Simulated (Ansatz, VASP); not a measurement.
**Two plane-wave programs on NaAu**

INCAR

```
SYSTEM = NaAu
  PREC = Accurate
  ENCUT = 600
  EDIFF = 1E-6
  ISMEAR = 0
  SIGMA = 0.1
  LREAL = .FALSE.
  LASPH = .TRUE.
  NELM = 60
  ALGO = Normal
  ISIF = 3
  LWAVE = .FALSE.
  LCHARG = .FALSE.
  GGA = PE
  IBRION = 2
  NSW = 90
  EDIFFG = -0.04
```

File KPOINTS:

```
Automatic mesh
0
G
  6 6 4
  0 0 0
```

File POSCAR:

```
NaAu
1.0
    5.4326183077      0.0000000000      0.0000000000
   -2.7163091538      4.7047854635      0.0000000000
    0.0000000000      0.0000000000      4.3831352255
Na Au
3 3
Direct
    0.5000000000      0.0000000000      0.0000000000
    0.5000000000      0.5000000000      0.0000000000
    0.0000000000      0.5000000000      0.0000000000
    0.0000000000      0.0000000000      0.0000000000
    0.3333333333      0.6666666667      0.5000000000
    0.6666666667      0.3333333333      0.5000000000
```

Input for Ansatz:

```yaml
crystal:
  lattice:
    - [5.4326183077, 0.0, 0.0]
    - [-2.7163091538, 4.7047854635, 0.0]
    - [0.0, 0.0, 4.3831352255]
  atoms:
    - { symbol: Na, position: [0.5, 0.0, 0.0] }
    - { symbol: Na, position: [0.5, 0.5, 0.0] }
    - { symbol: Na, position: [0.0, 0.5, 0.0] }
    - { symbol: Au, position: [0.0, 0.0, 0.0] }
    - { symbol: Au, position: [0.3333333333, 0.6666666667, 0.5] }
    - { symbol: Au, position: [0.6666666667, 0.3333333333, 0.5] }
basis:
  ecutwfc: 420
kpoints:
  mp_grid: { grid: [6, 6, 4] }
hamiltonian:
  xc: pbe
scf:
  occupations: { method: gaussian, width: 0.1 }
  lower_state_search: "off"
output:
  forces: true
  stress: true
  eigenvalues: true
relax:
  adjacent_minimum: "off"
  f_tol: 0.04
  max_steps: 70
  cell: { stress_tol: 0.4 }
```

Alike in both runs: task relaxation of cell and atoms; functional PBE; k mesh 6 × 6 × 4; occupations gaussian, width 0.1 eV; no spin polarisation.

|  | VASP | Ansatz |
| --- | --- | --- |
| version | VASP 6.6.1 | Ansatz 0.2.0 |
| potentials or method | VASP PAW PBE potentials, release 64 (Na_pv, Au), cutoff 600 eV | scalar-relativistic, plane waves, PAW |
| valence electrons in the cell | 54 | 84 |

Ansatz gave:

| Item | Value |
| --- | --- |
| gap on the k mesh at the Fermi level, each at its own relaxed structure (eV) | 0.44 |
| relaxed volume (Å³/atom) | 29.71 |
| relaxed cell length with the largest relative difference (Å) | 4.330 |

Problem. Which values does VASP return?

Solution. gap on the k mesh at the Fermi level, each at its own relaxed structure (eV): 0.43; relaxed volume (Å³/atom): 29.58; relaxed cell length with the largest relative difference (Å): 4.305.

VASP's potentials hold 54 valence electrons a cell and Ansatz's 84, so a difference there can come from the potentials and not from the codes.

Spin-orbit coupling is off throughout. Noted on VASP's run: the volume moved by over 15 % at a fixed basis, so the end points are rough.
